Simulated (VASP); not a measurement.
LiMg, 2 atoms in the cell. It takes space group R-3m (No. 166, trigonal). Conventional cell: a = 2.533 Å, b = 2.533 Å, c = 12.489 Å, α = 90.00°, β = 90.00°, γ = 120.00°. Within 3.3 Å of Li (site symmetry -3m) lie 6 Li at 2.53 Å and 6 Mg at 2.54 Å. Within 3.3 Å of Mg (site symmetry -3m) lie 6 Mg at 2.53 Å and 6 Li at 2.54 Å. 

```yaml
Program: VASP 6.6.1
Task: relaxation of shape and atoms at fixed volume
Functional: PBEsol
Potentials_or_basis: VASP PAW PBE potentials, release 64 (Li_sv, Mg)
Cutoff: 600 eV
k_mesh: 14 × 14 × 14
Occupations: fermi-dirac, width 0.05 eV
Spin: no spin polarisation
Dipole_correction: no
Further_INCAR_settings: ALGO = Normal; EDIFF = 1e-06; IBRION = 2; EDIFFG = -0.01; NSW = 50; ISIF = 4
```

Potentials or basis: VASP PAW PBE potentials, release 64 (Li_sv, Mg).

Run with:

```bash
$ cat potpaw_PBE.64/Li_sv/POTCAR potpaw_PBE.64/Mg/POTCAR > POTCAR
$ mpirun -np 1 vasp_std > vasp.out
```

Hardware: 1 thread of Intel Xeon 8259CL, on a shared host.

Problem. How long does it take, and how much memory?

Solution. It took 4 min on 1 thread of Intel Xeon 8259CL, with other jobs on the host, peak memory 0.26 GiB. Counts: scf iterations 27, k points 288, ion steps 4.
